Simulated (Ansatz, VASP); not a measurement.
## Two plane-wave programs on WSe2

```xyz
6
Lattice="3.3274 0.0000 0.0000 -1.6637 2.8816 0.0000 0.0000 0.0000 12.2671" Properties=species:S:1:pos:R:3 pbc="T T T"
W     1.6637    0.9605    3.0668
W     0.0000    1.9211    9.2004
Se    0.0000    1.9211    4.7113
Se    1.6637    0.9605   10.8448
Se    0.0000    1.9211    1.4223
Se    1.6637    0.9605    7.5559
```

Alike in both runs: task single point; functional PBEsol; dispersion D3(BJ); k mesh 12 × 12 × 4; occupations gaussian, width 0.02 eV; no spin polarisation.

```csv
,VASP,Ansatz
version,VASP 6.6.1,Ansatz 0.2.0
potentials or method,"VASP PAW PBE potentials, release 64 (W_sv, Se), cutoff 520 eV","scalar-relativistic, plane waves, PAW"
valence electrons in the cell,52,92
```

```tsv
	VASP	Ansatz	Ansatz less VASP
gap on the k mesh at the Fermi level (eV)	0.70	0.70	+0.006
least direct gap on the mesh (eV)	1.30	1.31	+0.004
pressure (GPa)	-4.2	-4.6	-0.42
traceless stress, the component that is largest in VASP (GPa)	4.70	4.60	-0.092
rms of the force components (eV/Å)	0.028	0.000	-0.0275
```

VASP's potentials were made for PBE, not for PBEsol. Atom by atom the forces differ by 0.028 eV/Å (rms over components). VASP's potentials hold 52 valence electrons a cell and Ansatz's 92, so a difference there can come from the potentials and not from the codes. Ansatz's warnings: structure snapped to symmetry.

Neither program's run includes spin-orbit coupling.
